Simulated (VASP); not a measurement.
**CdF2: relaxation of cell and atoms with PBEsol**

Crystal: CdF2.

```
Cd F
1.0
     0.00000    2.69212    2.69212
     2.69212    0.00000    2.69212
     2.69212    2.69212    0.00000
Cd F
1 2
Direct
  0.00000 0.00000 0.00000
  0.25000 0.25000 0.25000
  0.75000 0.75000 0.75000
```

```
Program                : VASP 6.6.1
Task                   : relaxation of cell and atoms
Functional             : PBEsol
Potentials or basis    : VASP PAW PBE potentials, release 64 (Cd, F)
Cutoff                 : 600 eV
k mesh                 : 6 × 6 × 6
Occupations            : gaussian, width 0.01 eV
Spin                   : no spin polarisation
Target pressure        : 1 GPa
Dipole correction      : no
Further INCAR settings : ALGO = Normal; EDIFF = 1e-06; IBRION = 2; EDIFFG = -0.002; NSW = 100; ISIF = 3
```

```yaml
Relaxed_volume: 12.96 Å³/atom
Relaxed_cell: a = 3.803 Å, b = 3.803 Å, c = 3.803 Å, α = 60.00°, β = 60.00°, γ = 60.00°
Space_group_after_relaxing_to_0.1_Å: Fm-3m (No. 225)
Energy_change_on_relaxing_the_run_minimises_the_enthalpy: +0.2 meV/atom
Ionic_steps: 3
Pressure_after_relaxing: 1.0 GPa
Band_gap_on_the_k_mesh: 2.94 eV (least direct gap 3.41 eV)
```

The path:
| step | energy change (eV) | largest force (eV/Å) | pressure (GPa) | volume (Å³) |
| --- | --- | --- | --- | --- |
| 1 | 0.0000 | 0.0000 | 0.64 | 39.02 |
| 2 | 0.0009 | 0.0000 | 1.10 | 38.86 |
| 3 | 0.0007 | 0.0000 | 1.02 | 38.88 |

Final structure:
```yaml
crystal:
  lattice:
    - [0.00000, 2.68895, 2.68895]
    - [2.68895, 0.00000, 2.68895]
    - [2.68895, 2.68895, 0.00000]
  atoms:
    - { symbol: Cd, position: [0.00000, 0.00000, 0.00000] }
    - { symbol: F, position: [0.25000, 0.25000, 0.25000] }
    - { symbol: F, position: [0.75000, 0.75000, 0.75000] }
```

Levels at points of the mesh, in eV from the valence-band top:
```
           k point  band 10  band 11  band 12  band 13  band 14  band 15  band 16  band 17
(0.00, 0.00, 0.00)    -0.99    -0.46    -0.46    -0.46     2.94    12.55    12.55    12.55
(0.50, 0.00, 0.00)    -1.88    -1.88    -0.37    -0.37     7.12     9.01    14.38    14.38
(0.50, 0.50, 0.00)    -3.03    -0.50    -0.07    -0.07     7.94     9.51    11.72    14.18
```

Wall time 15 s on 1 thread of Intel(R) Xeon(R) 6975P-C (Granite Rapids) (shared host), peak memory 0.17 GiB.

Caveat: the cell is relaxed towards a set pressure, so the run minimises the enthalpy, not the energy; the PAW data sets were made with another functional, which shifts forces and pressure a little. A k mesh can miss the band edges.
